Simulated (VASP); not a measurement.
# Hf3N4 (I-43d) in VASP: relaxation of cell and atoms with PBEsol

Aim: the relaxation of cell and atoms of Hf3N4 with PBEsol.

Program: VASP 6.6.1. These are calculated values, not measurements. Logs are shortened: lines on timing, memory, paths and dates and some standing lists are left out, and cuts for length are marked.

## (1) The cell of the first run

Symmetry: I-43d, No. 220, cubic system. The conventional cell has a = 6.701 Å, b = 6.701 Å, c = 6.701 Å, α = 90.00°, β = 90.00°, γ = 90.00°. Hf (site symmetry -4) has 8 N at 2.18 to 2.47 Å within 2.9 Å. Within 3.0 Å of N (site symmetry 3) lie 6 Hf at 2.18 to 2.47 Å and 5 N at 2.64 to 2.90 Å.

## (2) Relaxation of cell and atoms, PBEsol

File INCAR:

```
SYSTEM = Hf3N4
ALGO = Normal
EDIFF = 1E-7
EDIFFG = -0.01
ENCUT = 600
GGA = PS
GGA_COMPAT = .False.
IBRION = 2
ISIF = 3
ISMEAR = -1
LASPH = .True.
LCHARG = .False.
LREAL = .False.
LWAVE = .False.
NELM = 120
NELMIN = 4
NSW = 80
PREC = Accurate
SIGMA = 0.02
```

File KPOINTS:

```
k-points
0
Gamma
  6 6 6
  0 0 0
```

File POSCAR:

```
Hf3N4
1.0
   -3.3505000000      3.3505000000      3.3505000000
    3.3505000000     -3.3505000000      3.3505000000
    3.3505000000      3.3505000000     -3.3505000000
Hf N
6 8
Direct
    0.2500000000      0.6250000000      0.3750000000
    0.3750000000      0.2500000000      0.6250000000
    0.7500000000      0.8750000000      0.1250000000
    0.1250000000      0.7500000000      0.8750000000
    0.6250000000      0.3750000000      0.2500000000
    0.8750000000      0.1250000000      0.7500000000
    0.1260000000      0.1260000000      0.1260000000
    0.8740000000      0.5000000000      0.0000000000
    0.5000000000      0.0000000000      0.3740000000
    0.0000000000      0.8740000000      0.5000000000
    0.3740000000      0.5000000000      0.0000000000
    0.6260000000      0.6260000000      0.6260000000
    0.0000000000      0.3740000000      0.5000000000
    0.5000000000      0.0000000000      0.8740000000
```

Potentials or basis: VASP PAW PBE potentials, release 64 (Hf_pv, N).

Launch:

```console
$ cat potpaw_PBE.64/Hf_pv/POTCAR potpaw_PBE.64/N/POTCAR > POTCAR
$ mpirun -np 1 vasp_std > vasp.out
```

OUTCAR:

```text
SYSTEM = Hf3N4
   EDIFF = 1E-7
   EDIFFG = -0.01
   ENCUT = 600
   GGA = PS
   IBRION = 2
   ISIF = 3
   ISMEAR = -1
   LASPH = .True.
   LREAL = .False.
   NELM = 120
   NELMIN = 4
   NSW = 80
   PREC = Accurate

 ion  position               nearest neighbor table
   1  0.250  0.625  0.375-   8 2.18   9 2.18  12 2.18  13 2.18  11 2.47   7 2.47  10 2.47  14 2.47
                             5 3.13   2 3.13   4 3.13   5 3.13   4 3.13   6 3.13   2 3.13   6 3.13
   2  0.375  0.250  0.625-   9 2.18  10 2.18  11 2.18  12 2.18   8 2.47  13 2.47   7 2.47  14 2.47
                             5 3.13   6 3.13   3 3.13   5 3.13   1 3.13   1 3.13   6 3.13   3 3.13
   3  0.750  0.875  0.125-   7 2.18  10 2.18  11 2.18  14 2.18  13 2.47   8 2.47   9 2.47  12 2.47
                             5 3.13   6 3.13   2 3.13   6 3.13   4 3.13   5 3.13   2 3.13   4 3.13
   4  0.125  0.750  0.875-   7 2.18   8 2.18  13 2.18  14 2.18  11 2.47  12 2.47   9 2.47  10 2.47
                             6 3.13   1 3.13   3 3.13   6 3.13   1 3.13   3 3.13   5 3.13   5 3.13
   5  0.625  0.375  0.250-  11 2.18  12 2.18  13 2.18  14 2.18   7 2.47   8 2.47   9 2.47  10 2.47
                             1 3.13   4 3.13   1 3.13   2 3.13   3 3.13   2 3.13   3 3.13   4 3.13
   6  0.875  0.125  0.750-   7 2.18   8 2.18   9 2.18  10 2.18  11 2.47  12 2.47  13 2.47  14 2.47
                             4 3.13   1 3.13   2 3.13   3 3.13   4 3.13   3 3.13   2 3.13   1 3.13
   7  0.126  0.126  0.126-   3 2.18   4 2.18   6 2.18   2 2.47   5 2.47   1 2.47
   8  0.874  0.500  0.000-   1 2.18   4 2.18   6 2.18   2 2.47   3 2.47   5 2.47
   9  0.500  0.000  0.374-   1 2.18   2 2.18   6 2.18   4 2.47   5 2.47   3 2.47
  10  0.000  0.874  0.500-   2 2.18   3 2.18   6 2.18   4 2.47   5 2.47   1 2.47
  11  0.374  0.500  0.000-   2 2.18   3 2.18   5 2.18   4 2.47   1 2.47   6 2.47
  12  0.626  0.626  0.626-   1 2.18   2 2.18   5 2.18   4 2.47   3 2.47   6 2.47
  13  0.000  0.374  0.500-   1 2.18   4 2.18   5 2.18   2 2.47   3 2.47   6 2.47
  14  0.500  0.000  0.874-   3 2.18   4 2.18   5 2.18   2 2.47   1 2.47   6 2.47

  LATTYP: Found a body centered cubic cell.
 ALAT       =     6.7010000000

  Lattice vectors:

 A1 = (  -3.3505000000,   3.3505000000,   3.3505000000)
 A2 = (   3.3505000000,  -3.3505000000,   3.3505000000)
 A3 = (   3.3505000000,   3.3505000000,  -3.3505000000)

Analysis of symmetry for initial positions (statically):
=====================================================================
 Subroutine PRICEL returns:
 Original cell was already a primitive cell.

 Routine SETGRP: Setting up the symmetry group for a
 body centered cubic supercell.

 Subroutine GETGRP returns: Found 24 space group operations
 (whereof  3 operations were pure point group operations)
 out of a pool of 48 trial point group operations.

The static configuration has the point symmetry C_3 .
 The point group associated with its full space group is T_d .

Analysis of symmetry for dynamics (positions and initial velocities):
=====================================================================
 Subroutine PRICEL returns:
 Original cell was already a primitive cell.

 Routine SETGRP: Setting up the symmetry group for a
 body centered cubic supercell.

 Subroutine GETGRP returns: Found 24 space group operations
 (whereof  3 operations were pure point group operations)
 out of a pool of 48 trial point group operations.

The dynamic configuration has the point symmetry C_3 .
 The point group associated with its full space group is T_d .

 Subroutine INISYM returns: Found 24 space group operations
 (whereof  3 operations are pure point group operations),
 and found     1 'primitive' translations

----------------------------------------------------------------------------------------

                                     Primitive cell

  volume of cell :     150.4488

  direct lattice vectors                    reciprocal lattice vectors
    -3.350500000  3.350500000  3.350500000     0.000000000  0.149231458  0.149231458
     3.350500000 -3.350500000  3.350500000     0.149231458  0.000000000  0.149231458
     3.350500000  3.350500000 -3.350500000     0.149231458  0.149231458  0.000000000

  length of vectors
     5.803236231  5.803236231  5.803236231     0.211045152  0.211045152  0.211045152

  position of ions in fractional coordinates (direct lattice)
     0.250000000  0.625000000  0.375000000
     0.375000000  0.250000000  0.625000000
     0.750000000  0.875000000  0.125000000
     0.125000000  0.750000000  0.875000000
     0.625000000  0.375000000  0.250000000
     0.875000000  0.125000000  0.750000000
     0.126000000  0.126000000  0.126000000
     0.874000000  0.500000000  0.000000000
     0.500000000  0.000000000  0.374000000
     0.000000000  0.874000000  0.500000000
     0.374000000  0.500000000  0.000000000
     0.626000000  0.626000000  0.626000000
     0.000000000  0.374000000  0.500000000
     0.500000000  0.000000000  0.874000000

  ion indices of the primitive-cell ions
   primitive index   ion index
                 1           1
                 2           2
                 3           3
                 4           4
                 5           5
                 6           6
                 7           7
                 8           8
                 9           9
                10          10
                11          11
                12          12
                13          13
                14          14

----------------------------------------------------------------------------------------

 KPOINTS: k-points

Automatic generation of k-mesh.
 Grid dimensions read from file:
 generate k-points for:    6    6    6

 Generating k-lattice:

  Cartesian coordinates                     Fractional coordinates (reciprocal lattice)
     0.000000000  0.024871910  0.024871910     0.166666667  0.000000000  0.000000000
     0.024871910  0.000000000  0.024871910     0.000000000  0.166666667  0.000000000
     0.024871910  0.024871910  0.000000000     0.000000000  0.000000000  0.166666667

  Length of vectors
     0.035174192  0.035174192  0.035174192

  Shift w.r.t. Gamma in fractional coordinates (k-lattice)
     0.000000000  0.000000000  0.000000000

 Subroutine IBZKPT returns following result:
 ===========================================

 Found     16 irreducible k-points:

 Following reciprocal coordinates:
            Coordinates               Weight
  0.000000  0.000000  0.000000      1.000000
  0.166667  0.000000  0.000000     12.000000
  0.333333  0.000000  0.000000     12.000000
  0.500000  0.000000  0.000000      6.000000
  0.166667  0.166667  0.000000     24.000000
  0.333333  0.166667  0.000000     48.000000
[... 8 lines left out ...]
  0.500000  0.500000  0.333333     12.000000
  0.500000  0.500000  0.500000      1.000000
   k-points           NKPTS =     16   k-points in BZ     NKDIM =     16   number of bands    NBANDS=     60
   number of dos      NEDOS =    301   number of ions     NIONS =     14
   total plane-waves  NPLWV = 110592
   dimension x,y,z NGX =    48 NGY =   48 NGZ =   48
   dimension x,y,z NGXF=    96 NGYF=   96 NGZF=   96
   ions per type =               6   8
   NGX,Y,Z   is equivalent  to a cutoff of  13.75, 13.75, 13.75 a.u.
   NGXF,Y,Z  is equivalent  to a cutoff of  27.50, 27.50, 27.50 a.u.
 SYSTEM =  Hf3N4
   PREC   = accura    normal or accurate (medium, high low for compatibility)
   ISTART =      0    job   : 0-new  1-cont  2-samecut
   ICHARG =      2    charge: 1-file 2-atom 10-const
   ISPIN  =      1    spin polarized calculation?
   LNONCOLLINEAR =      F non collinear calculations
   LSORBIT =      F    spin-orbit coupling
   LASPH  =      T    aspherical Exc in radial PAW
   ENCUT  =  600.0 eV  44.10 Ry    6.64 a.u.  11.59 11.59 11.59*2*pi/ulx,y,z
   NELM   =    120;   NELMIN=  4; NELMDL= -5     # of ELM steps
   EDIFF  = 0.1E-06   stopping-criterion for ELM
   LREAL  =      F    real-space projection
   EDIFFG = -.1E-01   stopping-criterion for IOM
   NSW    =     80    number of steps for IOM
   IBRION =      2    ionic relax: 0-MD 1-quasi-New 2-CG
   NFREE  =      1    steps in history (QN), initial steepest desc. (CG)
   ISIF   =      3    stress and relaxation
   ISYM   =      2    0-nonsym 1-usesym 2-fastsym
   POTIM  = 0.5000    time-step for ionic-motion
   TEBEG  =    0.0;   TEEND  =   0.0 temperature during run
   PSTRESS=    0.0 pullay stress
   NELECT =     100.0000    total number of electrons
   NUPDOWN=      -1.0000    fix difference up-down
   EMIN   =  10.00;   EMAX   =-10.00  energy-range for DOS
   EFERMI =   0.00;   METHOD = LEGACY
   ISMEAR =    -1;   SIGMA  =   0.02  broadening in eV -4-tet -1-fermi 0-gaus
   EFERMI_NEDOS =   21; number of points for ismear=-14 and -15
   IALGO  =     38    algorithm
   IMIX   =      4    mixing-type and parameters
     AMIX     =   0.40;   BMIX     =  1.00
     AMIX_MAG =   1.60;   BMIX_MAG =  1.00
  volume/ion in A,a.u.               =      10.75        72.52
  Fermi-wavevector in a.u.,A,eV,Ry     =   1.428714  2.699877 27.772523  2.041223
  Thomas-Fermi vector in A             =   2.548746
   LORBIT       =      0    0 simple, 1 ext, 2 COOP (PROOUT), +10 PAW based schemes
   GGA     = PS    functional components
   LHFCALC =     F    Hartree Fock is set to
   AEXX    =    0.0000 exact exchange contribution
   IVDW    =     0    specifies the selected vdW correction
   LEPSILON=     F    determine dielectric tensor
   LRPA    =     F    only Hartree local field effects (RPA)
 conjugate gradient relaxation of ions
 non-spin polarized calculation
  energy-cutoff  :      600.00
  volume of cell :      150.45
 maximum number of plane-waves:      5057
 NGX is ok and might be reduce to    48
   NGX = 23   NGY = 23   NGZ = 23

--------------------------------------- Ionic step        1  -------------------------------------------

 number of electron      99.9999999 magnetization

 number of electron     100.0000000 magnetization

 Free energy of the ion-electron system (eV)
  ---------------------------------------------------
  ext. energy  EPLUGINS =         0.00000000
  ---------------------------------------------------
  free energy    TOTEN  =      -156.62462220 eV

  energy without entropy =     -156.62462220  energy(sigma->0) =     -156.62462220

------------------------ aborting loop because EDIFF is reached ----------------------------------------

  FORCE on cell =-STRESS in cart. coord.  units (eV):
  Direction    XX          YY          ZZ          XY          YZ          ZX
  --------------------------------------------------------------------------------------
  -------------------------------------------------------------------------------------
  Total       -4.4455991     -4.4455991     -4.4455991      0.0000000      0.0000000     -0.0000000
  in kB      -47.3425906    -47.3425906    -47.3425906      0.0000000      0.0000000     -0.0000000
  external PRESSURE =     -47.3425906 kB  Pullay stress =       0.0000000 kB
[... 273 lines left out ...]
  energy  without entropy=     -156.7775736538  energy(sigma->0) =     -156.77757365

--------------------------------------- Ionic step        7  -------------------------------------------

 number of electron      99.9999998 magnetization

 Free energy of the ion-electron system (eV)
  ---------------------------------------------------
  ext. energy  EPLUGINS =         0.00000000
  ---------------------------------------------------
  free energy    TOTEN  =      -156.78928189 eV

  energy without entropy =     -156.78928189  energy(sigma->0) =     -156.78928189

 E-fermi :   7.2209     XC(G=0): -13.1313

 val. band max:        6.8193559207   @ k =   0.0000   0.0000   0.0000
 cond. band min:       7.8393240921   @ k =   0.0000   0.0000   0.0000
 fundamental gap:      1.0199681715
 Fermi energy:         7.2208782840

 k-point     1 :       0.0000    0.0000    0.0000
  band No.  band energies     occupation
      1     -23.7460      2.00000
      2     -23.7460      2.00000
      3     -23.7460      2.00000
      4     -23.6523      2.00000
      5     -23.6523      2.00000
      6     -23.6523      2.00000
[... 1038 lines left out ...]
  FREE ENERGIE OF THE ION-ELECTRON SYSTEM (eV)
  ---------------------------------------------------
  free  energy   TOTEN  =      -156.7892818948 eV

  energy  without entropy=     -156.7892818948  energy(sigma->0) =     -156.78928189

 reached required accuracy - stopping structural energy minimisation
```

Wall time 36 min (1 thread of Oxide Virtual Turin-like, shared host); peak memory 0.39 GiB.

Results:

| Item | Value |
| --- | --- |
| Free energy | -156.7893 eV |
| Relaxed volume | 10.41 Å³/atom |
| Relaxed cell | a = 5.742 Å, b = 5.742 Å, c = 5.742 Å, α = 109.47°, β = 109.47°, γ = 109.47° |
| Space group after relaxing (to 0.1 Å) | I-43d (No. 220) |
| Energy gained by relaxing | 11.8 meV/atom |
| Ionic steps | 7 |
| Pressure after relaxing | 0.0 GPa |
| Largest force after relaxing | 0.008 eV/Å |
| Band gap on the k mesh | 1.02 eV |

Forces on the atoms (eV/Å):
```
Hf   0.000  0.000  0.000
Hf   0.000  0.000  0.000
Hf   0.000  0.000  0.000
Hf   0.000  0.000  0.000
Hf   0.000  0.000  0.000
Hf   0.000  0.000  0.000
N    0.005  0.005  0.005
N    0.005 -0.005 -0.005
N   -0.005 -0.005  0.005
N   -0.005  0.005 -0.005
N    0.005 -0.005 -0.005
N    0.005  0.005  0.005
N   -0.005  0.005 -0.005
N   -0.005 -0.005  0.005
```

The path:
| step | energy change (eV) | largest force (eV/Å) | pressure (GPa) | volume (Å³) |
| --- | --- | --- | --- | --- |
| 1 | 0.0000 | 0.2431 | -4.73 | 150.45 |
| 2 | 0.0325 | 0.5390 | 8.50 | 143.64 |
| 3 | -0.0509 | 0.3733 | 0.78 | 147.41 |
| 4 | -0.0979 | 0.2923 | 0.66 | 146.88 |
| 5 | -0.1634 | 0.0253 | 0.90 | 145.27 |
| 6 | -0.1530 | 0.0433 | -2.75 | 147.05 |
| 7 | -0.1647 | 0.0081 | 0.00 | 145.70 |

Final structure:
```yaml
crystal:
  lattice:
    - [-3.31486, 3.31486, 3.31486]
    - [3.31486, -3.31486, 3.31486]
    - [3.31486, 3.31486, -3.31486]
  atoms:
    - { symbol: Hf, position: [0.25000, 0.62500, 0.37500] }
    - { symbol: Hf, position: [0.37500, 0.25000, 0.62500] }
    - { symbol: Hf, position: [0.75000, 0.87500, 0.12500] }
    - { symbol: Hf, position: [0.12500, 0.75000, 0.87500] }
    - { symbol: Hf, position: [0.62500, 0.37500, 0.25000] }
    - { symbol: Hf, position: [0.87500, 0.12500, 0.75000] }
    - { symbol: N, position: [0.13982, 0.13982, 0.13982] }
    - { symbol: N, position: [0.86018, 0.50000, 0.00000] }
    - { symbol: N, position: [0.50000, 0.00000, 0.36018] }
    - { symbol: N, position: [0.00000, 0.86018, 0.50000] }
    - { symbol: N, position: [0.36018, 0.50000, 0.00000] }
    - { symbol: N, position: [0.63982, 0.63982, 0.63982] }
    - { symbol: N, position: [0.00000, 0.36018, 0.50000] }
    - { symbol: N, position: [0.50000, 0.00000, 0.86018] }
```

Caveat: the PAW data sets were made with another functional, which shifts forces and pressure a little; spin-orbit coupling is left out, which moves the levels of the heavy elements.
